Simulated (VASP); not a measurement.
# SnO2 (Cm) in VASP: single point with PBE

Aim: the single point of SnO2 with PBE.

All numbers are computed with VASP 6.6.1; they aren't measurements. Logs are shortened: lines on timing, memory, paths and dates and some standing lists are left out, and cuts for length are marked.

### Step 1. The cell of the first run

It takes space group Cm (No. 8, monoclinic). Conventional cell: a = 11.000 Å, b = 4.000 Å, c = 4.000 Å, α = 90.00°, β = 111.32°, γ = 90.00°. Sn (site symmetry m) has 6 O at 2.06 to 2.09 Å within 2.7 Å. Sn (site symmetry m) has 6 O at 2.04 to 2.09 Å within 2.7 Å. O (site symmetry m) has 3 Sn at 2.06 to 2.09 Å and 2 O at 2.57 Å within 2.7 Å. Within 2.7 Å of O (site symmetry m) lie 3 Sn at 2.06 to 2.09 Å and 2 O at 2.57 Å. Within 2.7 Å of O (site symmetry m) lie 3 Sn at 2.06 to 2.09 Å and 2 O at 2.55 to 2.58 Å. O (site symmetry m) has 3 Sn at 2.04 to 2.09 Å and 2 O at 2.55 to 2.58 Å within 2.7 Å.

### Step 2. Single point, PBE

INCAR reads:

```
SYSTEM = SnO2
  PREC = Accurate
  ENCUT = 520
  EDIFF = 1E-6
  ISMEAR = 0
  SIGMA = 0.01
  LREAL = .False.
  LASPH = .True.
  NELM = 100
  ALGO = Normal
  ISIF = 2
  LWAVE = .False.
  LCHARG = .False.
  GGA = PE
  NBANDS = 35
```

KPOINTS reads:

```
regular mesh
0
Gamma
  6 6 6
  0 0 0
```

POSCAR reads:

```
SnO2
1.0
   -2.0000690000      2.0000690000      5.1236790000
    2.0000690000     -2.0000690000      5.1236790000
    2.0000690000      2.0000690000     -5.1236790000
Sn O
2 4
Direct
    0.7500000000      0.2500000000      0.5000000000
    0.0000000000      0.0000000000      0.0000000000
    0.7965230000      0.7965230000      0.0000000000
    0.9534770000      0.4534770000      0.5000000000
    0.2034770000      0.2034770000      0.0000000000
    0.5515228275      0.0465230000      0.5049998275
```

Potentials or basis: VASP PAW PBE potentials, release 64 (Sn_d, O).

The run is started by

```console
$ cat potpaw_PBE.64/Sn_d/POTCAR potpaw_PBE.64/O/POTCAR > POTCAR
$ mpirun -np 1 vasp_std > vasp.out
```

OUTCAR:

```text
SYSTEM = SnO2
   PREC = Accurate
   ENCUT = 520
   EDIFF = 1E-6
   ISMEAR = 0
   LREAL = .False.
   LASPH = .True.
   NELM = 100
   ISIF = 2
   GGA = PE

 ion  position               nearest neighbor table
   1  0.750  0.250  0.500-   3 2.06   5 2.06   3 2.06   5 2.06   4 2.09   6 2.09   2 3.25   2 3.25
                             2 3.25   2 3.25
   2  0.000  0.000  0.000-   6 2.04   4 2.06   4 2.06   6 2.08   3 2.09   5 2.09   1 3.25   1 3.25
                             1 3.25   1 3.25
   3  0.797  0.797  0.000-   1 2.06   1 2.06   2 2.09
   4  0.953  0.453  0.500-   2 2.06   2 2.06   1 2.09
   5  0.203  0.203  0.000-   1 2.06   1 2.06   2 2.09
   6  0.552  0.047  0.505-   2 2.04   2 2.08   1 2.09

  LATTYP: Found a body centered tetragonal cell.
 ALAT       =     4.0001380000
 C/A-ratio  =     2.5617511196

  Lattice vectors:

 A1 = (  -2.0000690000,   2.0000690000,   5.1236790000)
 A2 = (   2.0000690000,  -2.0000690000,   5.1236790000)
 A3 = (   2.0000690000,   2.0000690000,  -5.1236790000)

Analysis of symmetry for initial positions (statically):
=====================================================================
 Subroutine PRICEL returns:
 Original cell was already a primitive cell.

 Routine SETGRP: Setting up the symmetry group for a
 body centered tetragonal supercell.

 Subroutine GETGRP returns: Found  2 space group operations
 (whereof  2 operations were pure point group operations)
 out of a pool of 16 trial point group operations.

The static configuration has the point symmetry C_1h.

Analysis of symmetry for dynamics (positions and initial velocities):
=====================================================================
 Subroutine PRICEL returns:
 Original cell was already a primitive cell.

 Routine SETGRP: Setting up the symmetry group for a
 body centered tetragonal supercell.

 Subroutine GETGRP returns: Found  2 space group operations
 (whereof  2 operations were pure point group operations)
 out of a pool of 16 trial point group operations.

The dynamic configuration has the point symmetry C_1h.

 Subroutine INISYM returns: Found  2 space group operations
 (whereof  2 operations are pure point group operations),
 and found     1 'primitive' translations

----------------------------------------------------------------------------------------

                                     Primitive cell

  volume of cell :      81.9845

  direct lattice vectors                    reciprocal lattice vectors
    -2.000069000  2.000069000  5.123679000     0.000000000  0.249991375  0.097586129
     2.000069000 -2.000069000  5.123679000     0.249991375  0.000000000  0.097586129
     2.000069000  2.000069000 -5.123679000     0.249991375  0.249991375  0.000000000

  length of vectors
     5.852575374  5.852575374  5.852575374     0.268363076  0.268363076  0.353541193

  position of ions in fractional coordinates (direct lattice)
     0.750000000  0.250000000  0.500000000
     0.000000000  0.000000000  0.000000000
     0.796523000  0.796523000  0.000000000
     0.953477000  0.453477000  0.500000000
     0.203477000  0.203477000  0.000000000
     0.551522828  0.046523000  0.504999828

  ion indices of the primitive-cell ions
   primitive index   ion index
                 1           1
                 2           2
                 3           3
                 4           4
                 5           5
                 6           6

----------------------------------------------------------------------------------------

 KPOINTS: regular mesh

Automatic generation of k-mesh.
 Grid dimensions read from file:
 generate k-points for:    6    6    6

 Generating k-lattice:

  Cartesian coordinates                     Fractional coordinates (reciprocal lattice)
     0.000000000  0.041665229  0.016264355     0.166666667  0.000000000  0.000000000
     0.041665229  0.000000000  0.016264355     0.000000000  0.166666667  0.000000000
     0.041665229  0.041665229  0.000000000     0.000000000  0.000000000  0.166666667

  Length of vectors
     0.044727179  0.044727179  0.058923532

  Shift w.r.t. Gamma in fractional coordinates (k-lattice)
     0.000000000  0.000000000  0.000000000

 Subroutine IBZKPT returns following result:
 ===========================================

 Found     68 irreducible k-points:

 Following reciprocal coordinates:
            Coordinates               Weight
  0.000000  0.000000  0.000000      1.000000
  0.166667  0.000000 -0.000000      2.000000
  0.000000  0.166667 -0.000000      4.000000
  0.000000  0.166667 -0.166667      2.000000
  0.333333 -0.000000  0.000000      2.000000
 -0.000000  0.333333  0.000000      4.000000
[... 16 lines left out ...]
  0.166667 -0.333333  0.166667      4.000000
 -0.166667  0.000000  0.333333      4.000000
 [... further k-points ...]
   k-points           NKPTS =     68   k-points in BZ     NKDIM =     68   number of bands    NBANDS=     35
   number of dos      NEDOS =    301   number of ions     NIONS =      6
   total plane-waves  NPLWV = 110592
   dimension x,y,z NGX =    48 NGY =   48 NGZ =   48
   dimension x,y,z NGXF=    96 NGYF=   96 NGZF=   96
   ions per type =               2   4
   NGX,Y,Z   is equivalent  to a cutoff of  13.63, 13.63, 13.63 a.u.
   NGXF,Y,Z  is equivalent  to a cutoff of  27.27, 27.27, 27.27 a.u.
 SYSTEM =  SnO2
   PREC   = accura    normal or accurate (medium, high low for compatibility)
   ISTART =      0    job   : 0-new  1-cont  2-samecut
   ICHARG =      2    charge: 1-file 2-atom 10-const
   ISPIN  =      1    spin polarized calculation?
   LNONCOLLINEAR =      F non collinear calculations
   LSORBIT =      F    spin-orbit coupling
   LASPH  =      T    aspherical Exc in radial PAW
   ENCUT  =  520.0 eV  38.22 Ry    6.18 a.u.  10.88 10.88 10.88*2*pi/ulx,y,z
   NELM   =    100;   NELMIN=  2; NELMDL= -5     # of ELM steps
   EDIFF  = 0.1E-05   stopping-criterion for ELM
   LREAL  =      F    real-space projection
   EDIFFG = 0.1E-04   stopping-criterion for IOM
   NSW    =      0    number of steps for IOM
   IBRION =     -1    ionic relax: 0-MD 1-quasi-New 2-CG
   NFREE  =      0    steps in history (QN), initial steepest desc. (CG)
   ISIF   =      2    stress and relaxation
   ISYM   =      2    0-nonsym 1-usesym 2-fastsym
   POTIM  = 0.5000    time-step for ionic-motion
   TEBEG  =    0.0;   TEEND  =   0.0 temperature during run
   PSTRESS=    0.0 pullay stress
   NELECT =      52.0000    total number of electrons
   NUPDOWN=      -1.0000    fix difference up-down
   EMIN   =  10.00;   EMAX   =-10.00  energy-range for DOS
   EFERMI =   0.00;   METHOD = LEGACY
   ISMEAR =     0;   SIGMA  =   0.01  broadening in eV -4-tet -1-fermi 0-gaus
   EFERMI_NEDOS =   21; number of points for ismear=-14 and -15
   IALGO  =     38    algorithm
   IMIX   =      4    mixing-type and parameters
     AMIX     =   0.40;   BMIX     =  1.00
     AMIX_MAG =   1.60;   BMIX_MAG =  1.00
  volume/ion in A,a.u.               =      13.66        92.21
  Fermi-wavevector in a.u.,A,eV,Ry     =   1.406583  2.658056 26.918792  1.978475
  Thomas-Fermi vector in A             =   2.528929
   LORBIT       =      0    0 simple, 1 ext, 2 COOP (PROOUT), +10 PAW based schemes
   GGA     = PE    functional components
   LHFCALC =     F    Hartree Fock is set to
   AEXX    =    0.0000 exact exchange contribution
   IVDW    =     0    specifies the selected vdW correction
   LEPSILON=     F    determine dielectric tensor
   LRPA    =     F    only Hartree local field effects (RPA)
 non-spin polarized calculation
 Gauss-broadening in eV      SIGMA  =   0.01
  energy-cutoff  :      520.00
  volume of cell :       81.98
 maximum number of plane-waves:      2244
 NGX is ok and might be reduce to    48
   NGX = 21   NGY = 21   NGZ = 21

 number of electron      52.0000006 magnetization

 Free energy of the ion-electron system (eV)
  ---------------------------------------------------
  ext. energy  EPLUGINS =         0.00000000
  ---------------------------------------------------
  free energy    TOTEN  =       -36.89712082 eV

  energy without entropy =      -36.89712082  energy(sigma->0) =      -36.89712082

 E-fermi :   4.1725     XC(G=0): -10.2904

 val. band max:        4.0480929506   @ k =   0.3333   0.3333   0.1667
 cond. band min:       5.6914720876   @ k =   0.0000   0.0000   0.0000
 fundamental gap:      1.6433791370
 Fermi energy:         4.1724619091

 k-point     1 :       0.0000    0.0000    0.0000
  band No.  band energies     occupation
      1     -16.3528      2.00000
      2     -16.3402      2.00000
      3     -16.2069      2.00000
      4     -15.6314      2.00000
      5     -15.5399      2.00000
      6     -15.5396      2.00000
[... 27 lines left out ...]
     34      16.4838      0.00000
     35      16.4974      0.00000

 k-point     2 :       0.1667    0.0000   -0.0000
  band No.  band energies     occupation
      1     -16.3809      2.00000
      2     -16.2352      2.00000
      3     -16.1556      2.00000
      4     -15.6452      2.00000
      5     -15.5458      2.00000
      6     -15.5329      2.00000
[... 27 lines left out ...]
     34      15.6962      0.00000
     35      16.0313      0.00000

 k-point     3 :       0.0000    0.1667   -0.0000
  band No.  band energies     occupation
      1     -16.3833      2.00000
      2     -16.2337      2.00000
      3     -16.1549      2.00000
      4     -15.6440      2.00000
      5     -15.5459      2.00000
      6     -15.5339      2.00000
[... 27 lines left out ...]
     34      15.6991      0.00000
     35      16.0451      0.00000

 k-point     4 :       0.0000    0.1667   -0.1667
  band No.  band energies     occupation
      1     -16.3851      2.00000
      2     -16.2314      2.00000
      3     -16.1556      2.00000
      4     -15.6429      2.00000
      5     -15.5456      2.00000
      6     -15.5356      2.00000
[... 27 lines left out ...]
     34      15.7056      0.00000
     35      16.0558      0.00000

 k-point     5 :       0.3333   -0.0000    0.0000
  band No.  band energies     occupation
      1     -16.3775      2.00000
      2     -16.1600      2.00000
      3     -15.9660      2.00000
      4     -15.6789      2.00000
      5     -15.5568      2.00000
      6     -15.5167      2.00000
[... 638 lines left out ...]
 k-point    22 :       0.0000   -0.1667   -0.1667
  band No.  band energies     occupation
      1     -16.2917      2.00000
      2     -16.0825      2.00000
      3     -15.9382      2.00000
      4     -15.7535      2.00000
      5     -15.5597      2.00000
      6     -15.4979      2.00000
[... 27 lines left out ...]
     34      15.2047      0.00000
     35      16.1925      0.00000

 k-point    23 :       0.1667   -0.3333    0.1667
  band No.  band energies     occupation
      1     -16.2941      2.00000
      2     -16.0803      2.00000
      3     -15.9421      2.00000
      4     -15.7462      2.00000
      5     -15.5611      2.00000
      6     -15.4995      2.00000
[... 27 lines left out ...]
     34      15.2168      0.00000
     35      16.2017      0.00000

 k-point    24 :      -0.1667    0.0000    0.3333
  band No.  band energies     occupation
      1     -16.2934      2.00000
      2     -16.0808      2.00000
      3     -15.9403      2.00000
      4     -15.7497      2.00000
      5     -15.5611      2.00000
      6     -15.4977      2.00000
[... 27 lines left out ...]
     34      15.2130      0.00000
     35      16.1744      0.00000

 [... further k-points ...]

------------------------ aborting loop because EDIFF is reached ----------------------------------------

  FORCE on cell =-STRESS in cart. coord.  units (eV):
  Direction    XX          YY          ZZ          XY          YZ          ZX
  --------------------------------------------------------------------------------------
  -------------------------------------------------------------------------------------
  Total        3.3429293      3.3789534      3.2175470      0.0000000      0.0125604      0.0000000
  in kB       65.3289852     66.0329841     62.8787101      0.0000000      0.2454610      0.0000000
  external PRESSURE =      64.7468931 kB  Pullay stress =       0.0000000 kB

 VOLUME and BASIS-vectors are now :
 -----------------------------------------------------------------------------
  energy-cutoff  :      520.00
  volume of cell :       81.98
      direct lattice vectors                 reciprocal lattice vectors
    -2.000069000  2.000069000  5.123679000     0.000000000  0.249991375  0.097586129
     2.000069000 -2.000069000  5.123679000     0.249991375  0.000000000  0.097586129
     2.000069000  2.000069000 -5.123679000     0.249991375  0.249991375  0.000000000

 POSITION                                       TOTAL-FORCE (eV/Angst)
 -----------------------------------------------------------------------------------
      0.00000      2.00007      2.56184         0.000000      0.004014     -0.000283
      0.00000      0.00000      0.00000        -0.000000      0.313569     -0.005997
      0.00000      0.00000      8.16226         0.000000      0.007762     -0.066494
      0.00000      2.00007      4.64694        -0.000000      0.042627      0.065540
      0.00000      0.00000      2.08510         0.000000      0.133175      0.067785
      0.00000      2.02007      0.47674         0.000000     -0.501147     -0.060550
 -----------------------------------------------------------------------------------
    total drift:                                0.000000     -0.000017     -0.000018

  FREE ENERGIE OF THE ION-ELECTRON SYSTEM (eV)
  ---------------------------------------------------
  free  energy   TOTEN  =       -36.8971208222 eV

  energy  without entropy=      -36.8971208222  energy(sigma->0) =      -36.89712082
```

It took 5.2 min on 1 thread of Intel Xeon Platinum 8559C (Emerald Rapids), shared host; peak memory 0.4 GiB.

What came out:

| Quantity | Value |
| --- | --- |
| Free energy | -36.8971 eV |
| Pressure | 6.5 GPa |
| Largest force | 0.505 eV/Å |
| Band gap on the k mesh | 1.64 eV (least direct gap 2.02 eV) |

Forces on the atoms (eV/Å):
```
Sn   0.000  0.004  0.000
Sn   0.000  0.314 -0.006
O    0.000  0.008 -0.066
O    0.000  0.043  0.066
O    0.000  0.133  0.068
O    0.000 -0.501 -0.061
```

Stress tensor (GPa, compression positive):
```
6.53 0.00 0.00
0.00 6.60 0.02
0.00 0.02 6.29
```

Caveat: the cell stands under pressure; spin-orbit coupling is left out, which moves the levels of the heavy elements.
